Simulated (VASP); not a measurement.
Au, 2 atoms in the cell. Symmetry: Fm-3m, No. 225, cubic system. The conventional cell has a = 4.083 Å, b = 4.083 Å, c = 4.083 Å, α = 90.00°, β = 90.00°, γ = 90.00°. Au (site symmetry m-3m) has 12 Au at 2.89 Å within 3.8 Å.  This cell differs from its parent crystal: equal strain along all axes, cell held: -1.0 %.

```yaml
Program: VASP 6.6.1
Task: single point
Functional: r2SCAN
Potentials_or_basis: VASP PAW PBE potentials, release 64 (Au)
Cutoff: 520 eV
k_mesh: 18 × 18 × 12
Occupations: gaussian, width 0.1 eV
Spin: no spin polarisation
Dipole_correction: no
Further_INCAR_settings: ALGO = Normal; EDIFF = 1e-06; NBANDS = 18
```

Potentials or basis: VASP PAW PBE potentials, release 64 (Au).

The run is started by

```bash
$ cat potpaw_PBE.64/Au/POTCAR > POTCAR
$ cp INCAR.step1 INCAR
$ mpirun -np 1 vasp_std > vasp.out
$ cp INCAR.step2 INCAR
$ mpirun -np 1 vasp_std > vasp.out
```

Hardware: 1 thread of Intel(R) Xeon(R) 6975P-C (Granite Rapids), on a shared host.

Task: Estimate the wall time of this run.

Result: It took 3.1 min on 1 thread of Intel(R) Xeon(R) 6975P-C (Granite Rapids), on a shared host, peak memory 0.3 GiB. Counts: k points 385.
